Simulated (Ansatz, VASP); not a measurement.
## BN in VASP and in Ansatz

The input POSCAR:

```
BN
1.0
    0.0000000000      1.7679704844      1.7679704844
    1.7679704844      0.0000000000      1.7679704844
    1.7679704844      1.7679704844      0.0000000000
B N
1 1
Direct
    0.0000000000      0.0000000000      0.0000000000
    0.7500000000      0.7500000000      0.7500000000
```

Contents of INCAR.step1:

```
PREC = Accurate
ENCUT = 520
ISMEAR = 0
SIGMA = 0.02
LREAL = False
LASPH = True
NELM = 100
NBANDS = 11
GGA = PE
ALGO = Normal
EDIFF = 1E-4
LWAVE = True
LCHARG = False
```

The input INCAR.step2:

```
PREC = Accurate
ENCUT = 520
EDIFF = 1E-7
ISMEAR = 0
SIGMA = 0.02
LREAL = False
LASPH = True
NELM = 100
ALGO = Normal
ISIF = 2
LWAVE = False
LCHARG = False
METAGGA = R2SCAN
LMIXTAU = True
NBANDS = 11
ISTART = 1
```

The input KPOINTS:

```
Automatic mesh
0
Gamma
  12 12 12
```

Input for Ansatz:

```yaml
crystal:
  lattice:
    - [0.0, 1.7679704844, 1.7679704844]
    - [1.7679704844, 0.0, 1.7679704844]
    - [1.7679704844, 1.7679704844, 0.0]
  atoms:
    - { symbol: B, position: [0.0, 0.0, 0.0] }
    - { symbol: "N", position: [0.75, 0.75, 0.75] }
basis:
  ecutwfc: 500
kpoints:
  mp_grid: { grid: [12, 12, 12] }
hamiltonian:
  xc: r2scan
scf:
  occupations: { method: gaussian, width: 0.02 }
output:
  forces: true
  stress: true
  eigenvalues: true
  write_density: true
  write_potential: true
  elf: true
  volumetric_format: npy
```

Alike in both runs: task single point; functional r2SCAN; k mesh 12 × 12 × 12; occupations gaussian, width 0.02 eV; no spin polarisation.

|  | VASP | Ansatz |
| --- | --- | --- |
| version | VASP 6.6.1 | Ansatz 0.2.0 |
| potentials or method | VASP PAW PBE potentials, release 64 (B, N), cutoff 520 eV | scalar-relativistic, plane waves, PAW |
| valence electrons in the cell | 8 | 8 |

VASP gave:

| Quantity | Value |
| --- | --- |
| gap on the k mesh at the Fermi level (eV) | 5.05 |
| least direct gap on the mesh (eV) | 9.85 |

Problem. Which values does Ansatz return?

Solution. gap on the k mesh at the Fermi level (eV): 5.08; least direct gap on the mesh (eV): 9.90.

VASP's potentials were made for PBE, not for r2SCAN. The functional is the same, so the differences come from potentials, cutoffs and numerics.
